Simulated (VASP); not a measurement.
# ZrS2 (P-3m1) in VASP: single point with PBEsol

Aim: the single point of ZrS2 with PBEsol.

Program: VASP 6.6.1. These are calculated values, not measurements. Logs are shortened: lines on timing, memory, paths and dates and some standing lists are left out, and cuts for length are marked.

## 1. The cell of the first run

It takes space group P-3m1 (No. 164, trigonal). Conventional cell: a = 3.641 Å, b = 3.641 Å, c = 5.959 Å, α = 90.00°, β = 90.00°, γ = 120.00°. Zr (site symmetry -3m) has 6 S at 2.55 Å within 3.4 Å. Within 3.4 Å of S (site symmetry 3m) lie 3 Zr at 2.55 Å.

## 2. Single point, PBEsol

INCAR

```
SYSTEM = ZrS2
PREC = Accurate
ENCUT = 500
EDIFF = 1E-6
ISMEAR = 0
SIGMA = 0.1
LREAL = .False.
LASPH = .True.
NELM = 120
ALGO = Normal
ISIF = 2
LWAVE = .False.
LCHARG = .False.
GGA = PS
NBANDS = 19
GGA_COMPAT = .False.
```

KPOINTS

```
regular mesh
0
Gamma
  4 4 3
  0 0 0
```

POSCAR

```
ZrS2
1.0
    3.6414639490      0.0000000000      0.0000000000
   -1.8207319745      3.1536002868      0.0000000000
    0.0000000000      0.0000000000      5.9593894677
Zr S
1 2
Direct
    0.0000000000      0.0000000000      0.0000000000
    0.6666666667      0.3333333333      0.7575509927
    0.3333333333      0.6666666667      0.2424490073
```

Potentials or basis: VASP PAW PBE potentials, release 64 (Zr_sv, S).

Launch:

```sh
$ cat potpaw_PBE.64/Zr_sv/POTCAR potpaw_PBE.64/S/POTCAR > POTCAR
$ mpirun -np 1 vasp_std > vasp.out
```

OUTCAR:

```text
SYSTEM = ZrS2
   PREC = Accurate
   ENCUT = 500
   EDIFF = 1E-6
   ISMEAR = 0
   LREAL = .False.
   LASPH = .True.
   NELM = 120
   ISIF = 2
   GGA = PS

 ion  position               nearest neighbor table
   1  0.000  0.000  0.000-   2 2.55   3 2.55   2 2.55   3 2.55   2 2.55   3 2.55
   2  0.667  0.333  0.758-   1 2.55   1 2.55   1 2.55
   3  0.333  0.667  0.242-   1 2.55   1 2.55   1 2.55

  LATTYP: Found a hexagonal cell.
 ALAT       =     3.6414639490
 C/A-ratio  =     1.6365367202

  Lattice vectors:

 A1 = (   3.6414639490,   0.0000000000,   0.0000000000)
 A2 = (  -1.8207319745,   3.1536002868,   0.0000000000)
 A3 = (   0.0000000000,   0.0000000000,   5.9593894677)

Analysis of symmetry for initial positions (statically):
=====================================================================
 Subroutine PRICEL returns:
 Original cell was already a primitive cell.

 Routine SETGRP: Setting up the symmetry group for a
 hexagonal supercell.

 Subroutine GETGRP returns: Found 12 space group operations
 (whereof 12 operations were pure point group operations)
 out of a pool of 24 trial point group operations.

The static configuration has the point symmetry D_3d.

Analysis of symmetry for dynamics (positions and initial velocities):
=====================================================================
 Subroutine PRICEL returns:
 Original cell was already a primitive cell.

 Routine SETGRP: Setting up the symmetry group for a
 hexagonal supercell.

 Subroutine GETGRP returns: Found 12 space group operations
 (whereof 12 operations were pure point group operations)
 out of a pool of 24 trial point group operations.

The dynamic configuration has the point symmetry D_3d.

 Subroutine INISYM returns: Found 12 space group operations
 (whereof 12 operations are pure point group operations),
 and found     1 'primitive' translations

----------------------------------------------------------------------------------------

                                     Primitive cell

  volume of cell :      68.4360

  direct lattice vectors                    reciprocal lattice vectors
     3.641463949  0.000000000  0.000000000     0.274614829  0.158548945  0.000000000
    -1.820731974  3.153600287  0.000000000     0.000000000  0.317097891  0.000000000
     0.000000000  0.000000000  5.959389468     0.000000000  0.000000000  0.167802424

  length of vectors
     3.641463949  3.641463949  5.959389468     0.317097891  0.317097891  0.167802424

  position of ions in fractional coordinates (direct lattice)
     0.000000000  0.000000000  0.000000000
     0.666666667  0.333333333  0.757550993
     0.333333333  0.666666667  0.242449007

  ion indices of the primitive-cell ions
   primitive index   ion index
                 1           1
                 2           2
                 3           3

----------------------------------------------------------------------------------------

 KPOINTS: regular mesh

Automatic generation of k-mesh.
 Grid dimensions read from file:
 generate k-points for:    4    4    3

 Generating k-lattice:

  Cartesian coordinates                     Fractional coordinates (reciprocal lattice)
     0.068653707  0.039637236  0.000000000     0.250000000 -0.000000000  0.000000000
     0.000000000  0.079274473  0.000000000     0.000000000  0.250000000  0.000000000
     0.000000000  0.000000000  0.055934141     0.000000000  0.000000000  0.333333333

  Length of vectors
     0.079274473  0.079274473  0.055934141

  Shift w.r.t. Gamma in fractional coordinates (k-lattice)
     0.000000000  0.000000000  0.000000000

 Subroutine IBZKPT returns following result:
 ===========================================

 Found      9 irreducible k-points:

 Following reciprocal coordinates:
            Coordinates               Weight
  0.000000  0.000000  0.000000      1.000000
  0.250000 -0.000000  0.000000      6.000000
  0.500000 -0.000000  0.000000      3.000000
  0.250000  0.250000  0.000000      6.000000
  0.000000  0.000000  0.333333      2.000000
  0.250000 -0.000000  0.333333      6.000000
  0.000000  0.250000  0.333333      6.000000
  0.500000 -0.000000  0.333333      6.000000
  0.250000  0.250000  0.333333     12.000000
   k-points           NKPTS =      9   k-points in BZ     NKDIM =      9   number of bands    NBANDS=     19
   number of dos      NEDOS =    301   number of ions     NIONS =      3
   total plane-waves  NPLWV =  37632
   dimension x,y,z NGX =    28 NGY =   28 NGZ =   48
   dimension x,y,z NGXF=    56 NGYF=   56 NGZF=   96
   ions per type =               1   2
   NGX,Y,Z   is equivalent  to a cutoff of  12.78, 12.78, 13.39 a.u.
   NGXF,Y,Z  is equivalent  to a cutoff of  25.57, 25.57, 26.78 a.u.
 SYSTEM =  ZrS2
   PREC   = accura    normal or accurate (medium, high low for compatibility)
   ISTART =      0    job   : 0-new  1-cont  2-samecut
   ICHARG =      2    charge: 1-file 2-atom 10-const
   ISPIN  =      1    spin polarized calculation?
   LNONCOLLINEAR =      F non collinear calculations
   LSORBIT =      F    spin-orbit coupling
   LASPH  =      T    aspherical Exc in radial PAW
   ENCUT  =  500.0 eV  36.75 Ry    6.06 a.u.   6.64  6.64 10.87*2*pi/ulx,y,z
   NELM   =    120;   NELMIN=  2; NELMDL= -5     # of ELM steps
   EDIFF  = 0.1E-05   stopping-criterion for ELM
   LREAL  =      F    real-space projection
   EDIFFG = 0.1E-04   stopping-criterion for IOM
   NSW    =      0    number of steps for IOM
   IBRION =     -1    ionic relax: 0-MD 1-quasi-New 2-CG
   NFREE  =      0    steps in history (QN), initial steepest desc. (CG)
   ISIF   =      2    stress and relaxation
   ISYM   =      2    0-nonsym 1-usesym 2-fastsym
   POTIM  = 0.5000    time-step for ionic-motion
   TEBEG  =    0.0;   TEEND  =   0.0 temperature during run
   PSTRESS=    0.0 pullay stress
   NELECT =      24.0000    total number of electrons
   NUPDOWN=      -1.0000    fix difference up-down
   EMIN   =  10.00;   EMAX   =-10.00  energy-range for DOS
   EFERMI =   0.00;   METHOD = LEGACY
   ISMEAR =     0;   SIGMA  =   0.10  broadening in eV -4-tet -1-fermi 0-gaus
   EFERMI_NEDOS =   21; number of points for ismear=-14 and -15
   IALGO  =     38    algorithm
   IMIX   =      4    mixing-type and parameters
     AMIX     =   0.40;   BMIX     =  1.00
     AMIX_MAG =   1.60;   BMIX_MAG =  1.00
  volume/ion in A,a.u.               =      22.81       153.94
  Fermi-wavevector in a.u.,A,eV,Ry     =   1.154473  2.181638 18.133951  1.332808
  Thomas-Fermi vector in A             =   2.291109
   LORBIT       =      0    0 simple, 1 ext, 2 COOP (PROOUT), +10 PAW based schemes
   GGA     = PS    functional components
   LHFCALC =     F    Hartree Fock is set to
   AEXX    =    0.0000 exact exchange contribution
   IVDW    =     0    specifies the selected vdW correction
   LEPSILON=     F    determine dielectric tensor
   LRPA    =     F    only Hartree local field effects (RPA)
 non-spin polarized calculation
 Gauss-broadening in eV      SIGMA  =   0.10
  energy-cutoff  :      500.00
  volume of cell :       68.44
 maximum number of plane-waves:      1761
 NGX is ok and might be reduce to    28
   NGX = 13   NGY = 13   NGZ = 21

 number of electron      24.0000001 magnetization

 Free energy of the ion-electron system (eV)
  ---------------------------------------------------
  ext. energy  EPLUGINS =         0.00000000
  ---------------------------------------------------
  free energy    TOTEN  =       -22.48151899 eV

  energy without entropy =      -22.48151899  energy(sigma->0) =      -22.48151899

 E-fermi :   4.9395     XC(G=0):  -9.7221

 val. band max:        4.4518425589   @ k =   0.0000   0.0000   0.0000
 cond. band min:       5.3968052190   @ k =   0.5000  -0.0000   0.3333
 fundamental gap:      0.9449626602
 Fermi energy:         4.9394600662

 k-point     1 :       0.0000    0.0000    0.0000
  band No.  band energies     occupation
      1     -44.3478      2.00000
      2     -22.4690      2.00000
      3     -22.2908      2.00000
      4     -22.2908      2.00000
      5      -8.2213      2.00000
      6      -6.7172      2.00000
[... 11 lines left out ...]
     18      10.2554      0.00000
     19      10.2572      0.00000

 k-point     2 :       0.2500   -0.0000    0.0000
  band No.  band energies     occupation
      1     -44.3370      2.00000
      2     -22.4435      2.00000
      3     -22.4312      2.00000
      4     -22.3224      2.00000
      5      -7.6336      2.00000
      6      -6.8465      2.00000
[... 11 lines left out ...]
     18      12.0037      0.00000
     19      12.7556      0.00000

 k-point     3 :       0.5000   -0.0000    0.0000
  band No.  band energies     occupation
      1     -44.3262      2.00000
      2     -22.5807      2.00000
      3     -22.4036      2.00000
      4     -22.3538      2.00000
      5      -7.1886      2.00000
      6      -6.7134      2.00000
[... 11 lines left out ...]
     18      11.0976      0.00000
     19      12.5164      0.00000

 k-point     4 :       0.2500    0.2500    0.0000
  band No.  band energies     occupation
      1     -44.3262      2.00000
      2     -22.5245      2.00000
      3     -22.4150      2.00000
      4     -22.4009      2.00000
      5      -6.9783      2.00000
      6      -6.9335      2.00000
[... 11 lines left out ...]
     18      12.2740      0.00000
     19      13.4700      0.00000

 k-point     5 :       0.0000    0.0000    0.3333
  band No.  band energies     occupation
      1     -44.3478      2.00000
      2     -22.4694      2.00000
      3     -22.2908      2.00000
      4     -22.2908      2.00000
      5      -8.0586      2.00000
      6      -6.9763      2.00000
[... 11 lines left out ...]
     18      10.5424      0.00000
     19      11.4260      0.00000

 k-point     6 :       0.2500   -0.0000    0.3333
  band No.  band energies     occupation
      1     -44.3370      2.00000
      2     -22.4436      2.00000
      3     -22.4313      2.00000
      4     -22.3224      2.00000
      5      -7.4692      2.00000
      6      -7.0467      2.00000
[... 11 lines left out ...]
     18      11.9796      0.00000
     19      13.2140      0.00000

 k-point     7 :       0.0000    0.2500    0.3333
  band No.  band energies     occupation
      1     -44.3370      2.00000
      2     -22.4435      2.00000
      3     -22.4314      2.00000
      4     -22.3224      2.00000
      5      -7.5353      2.00000
      6      -6.9626      2.00000
[... 11 lines left out ...]
     18      11.7574      0.00000
     19      12.4475      0.00000

 k-point     8 :       0.5000   -0.0000    0.3333
  band No.  band energies     occupation
      1     -44.3262      2.00000
      2     -22.5806      2.00000
      3     -22.4038      2.00000
      4     -22.3538      2.00000
      5      -7.2508      2.00000
      6      -6.6322      2.00000
[... 11 lines left out ...]
     18      11.0788      0.00000
     19      11.7172      0.00000

 k-point     9 :       0.2500    0.2500    0.3333
  band No.  band energies     occupation
      1     -44.3262      2.00000
      2     -22.5244      2.00000
      3     -22.4151      2.00000
      4     -22.4010      2.00000
      5      -7.0267      2.00000
      6      -6.8826      2.00000
[... 11 lines left out ...]
     18      12.3116      0.00000
     19      12.8891      0.00000

------------------------ aborting loop because EDIFF is reached ----------------------------------------

  FORCE on cell =-STRESS in cart. coord.  units (eV):
  Direction    XX          YY          ZZ          XY          YZ          ZX
  --------------------------------------------------------------------------------------
  -------------------------------------------------------------------------------------
  Total        0.0770818      0.0770818     -0.0846424     -0.0000000      0.0000000      0.0000000
  in kB        1.8045888      1.8045888     -1.9815913     -0.0000000      0.0000000      0.0000000
  external PRESSURE =       0.5425287 kB  Pullay stress =       0.0000000 kB

 VOLUME and BASIS-vectors are now :
 -----------------------------------------------------------------------------
  energy-cutoff  :      500.00
  volume of cell :       68.44
      direct lattice vectors                 reciprocal lattice vectors
     3.641463949  0.000000000  0.000000000     0.274614829  0.158548945  0.000000000
    -1.820731974  3.153600287  0.000000000     0.000000000  0.317097891  0.000000000
     0.000000000  0.000000000  5.959389468     0.000000000  0.000000000  0.167802424

 POSITION                                       TOTAL-FORCE (eV/Angst)
 -----------------------------------------------------------------------------------
      0.00000      0.00000      0.00000         0.000000      0.000000      0.000000
      1.82073      1.05120      4.51454        -0.000000      0.000000     -0.018214
     -0.00000      2.10240      1.44485         0.000000      0.000000      0.018214
 -----------------------------------------------------------------------------------
    total drift:                                0.000000      0.000000      0.000000

  FREE ENERGIE OF THE ION-ELECTRON SYSTEM (eV)
  ---------------------------------------------------
  free  energy   TOTEN  =       -22.4815189948 eV

  energy  without entropy=      -22.4815189948  energy(sigma->0) =      -22.48151899
```

Wall time 43 s (1 thread of Intel Xeon 8259CL, shared host); peak memory 0.18 GiB.

Results:

```yaml
Free_energy: -22.4815 eV
Pressure: 0.1 GPa
Largest_force: 0.018 eV/Å
Band_gap_on_the_k_mesh: 0.94 eV, indirect (least direct gap 1.56 eV)
```

Forces in eV/Å, atoms in the order of the input:
```
Zr   0.000  0.000  0.000
S    0.000  0.000 -0.018
S    0.000  0.000  0.018
```

Levels at points of the mesh, in eV from the valence-band top:
| k point | band 8 | band 9 | band 10 | band 11 | band 12 | band 13 | band 14 | band 15 | band 16 | band 17 |
| --- | --- | --- | --- | --- | --- | --- | --- | --- | --- | --- |
| (0.00, 0.00, 0.00) | -2.78 | -2.78 | 0.00 | 0.00 | 0.00 | 1.56 | 1.56 | 2.33 | 5.06 | 5.06 |
| (0.50, 0.00, 0.00) | -2.62 | -2.50 | -2.47 | -1.77 | -1.13 | 1.08 | 3.35 | 3.67 | 5.86 | 6.03 |

Caveat: the k points lie up to 0.50 Å⁻¹ apart; the PAW data sets were made with another functional, which shifts forces and pressure a little; this functional lacks dispersion, which binds the layers, so the pressure and a relaxed spacing across them are unreliable. A k mesh can miss the band edges.
